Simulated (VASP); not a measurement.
Here is a VASP 6.6.1 calculation.

INCAR

```
SYSTEM = Ni2Ge
  ALGO = Fast
  EDIFF = 1E-6
  ENCUT = 520
  GGA = PS
  ISIF = 2
  ISMEAR = 0
  LASPH = .True.
  LCHARG = .False.
  LREAL = .False.
  LWAVE = .False.
  NBANDS = 43
  NELM = 80
  PREC = Accurate
  SIGMA = 0.15
```

The input KPOINTS:

```
k-points
0
Gamma
  18 18 10
  0 0 0
```

Contents of POSCAR:

```
Ni2Ge
1.0
    3.8477568087      0.0000000000      0.0000000000
   -1.9238784043      3.3322551439      0.0000000000
    0.0000000000      0.0000000000      5.3429929479
Ni Ge
4 2
Direct
    0.6666666667      0.3333333333      0.2500000000
    0.3333333333      0.6666666667      0.7500000000
    0.0000000000      0.0000000000      0.0000000000
    0.0000000000      0.0000000000      0.5000000000
    0.6666666667      0.3333333333      0.7500000000
    0.3333333333      0.6666666667      0.2500000000
```

Potentials or basis: VASP PAW PBE potentials, release 64 (Ni, Ge_d).

Command:

```console
$ cat potpaw_PBE.64/Ni/POTCAR potpaw_PBE.64/Ge_d/POTCAR > POTCAR
$ mpirun -np 1 vasp_std > vasp.out
```

Question: Predict the pressure.

Answer: 4.2 GPa.

Question: Predict the band gap on the k mesh.

Answer: Zero (bands 34 and 35 overlap by 3.75 eV).

Stress tensor (GPa, compression positive):
```
10.72  0.00  0.00
 0.00 10.72  0.00
 0.00  0.00 -8.78
```

Caveat: the cell stands under pressure; the PAW data sets were made with another functional, which shifts forces and pressure a little. Spin polarisation is off, so any magnetic state and its effect on volume and gap are missing.
